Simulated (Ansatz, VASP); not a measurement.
## One calculation of CuO, two programs

File INCAR:

```
  PREC = Accurate
  ENCUT = 520
  EDIFF = 1E-7
  ISMEAR = -1
  SIGMA = 0.05
  LREAL = F
  LASPH = T
  NELM = 80
  ALGO = Normal
  ISIF = 2
  LWAVE = F
  LCHARG = F
  GGA = RP
  NBANDS = 25
```

Contents of KPOINTS:

```
Automatic mesh
0
Gamma
  10 10 5
```

The input POSCAR:

```
CuO
1.0
    2.3129616560     -1.6902431073      0.0000000000
    2.3129616560      1.6902431073      0.0000000000
   -0.8489238166      0.0000000000      4.9910572484
Cu O
2 2
Direct
    0.4968000000      0.0032000000      0.5000000000
    0.0032000000      0.4968000000      0.0000000000
    0.4056000000      0.5714000000      0.7537000000
    0.5714000000      0.4056000000      0.2537000000
```

File input.yaml:

```yaml
crystal:
  lattice:
    - [2.312961656, -1.6902431073, 0.0]
    - [2.312961656, 1.6902431073, 0.0]
    - [-0.8489238166, 0.0, 4.9910572484]
  atoms:
    - { symbol: Cu, position: [0.4968, 0.0032, 0.5] }
    - { symbol: Cu, position: [0.0032, 0.4968, 0.0] }
    - { symbol: O, position: [0.4056, 0.5714, 0.7537] }
    - { symbol: O, position: [0.5714, 0.4056, 0.2537] }
hamiltonian:
  xc: rpbe
  pseudopotentials: { kind: paw }
kpoints:
  mp_grid: { grid: [10, 10, 5] }
scf:
  occupations: { method: fermi_dirac, width: 0.05 }
output:
  forces: true
  stress: true
  eigenvalues: true
```

Alike in both runs: task single point; functional RPBE; k mesh 10 × 10 × 5; occupations fermi-dirac, width 0.05 eV; no spin polarisation.

|  | VASP | Ansatz |
| --- | --- | --- |
| version | VASP 6.6.1 | Ansatz 0.2.0 |
| potentials or method | VASP PAW PBE potentials, release 64 (Cu, O) | Ansatz PAW |
| plane-wave cutoff (eV) | 520 | 420 |
| valence electrons in the cell | 34 | 50 |

|  | VASP | Ansatz | Ansatz less VASP |
| --- | --- | --- | --- |
| gap on the k mesh at the Fermi level (eV) | none | none | - |
| pressure (GPa) | 20.7 | 19.9 | -0.78 |
| traceless stress, the component that is largest in VASP (GPa) | -3.56 | -3.44 | +0.122 |
| rms of the force components (eV/Å) | 0.514 | 0.500 | -0.0141 |

VASP's potentials were made for PBE, not for RPBE. Atom by atom the forces differ by 0.025 eV/Å (rms over components). A gap of «none» marks a metal or a gap that the smearing closes. VASP's potentials hold 34 valence electrons a cell and Ansatz's 50, so a difference there can come from the potentials and not from the codes.
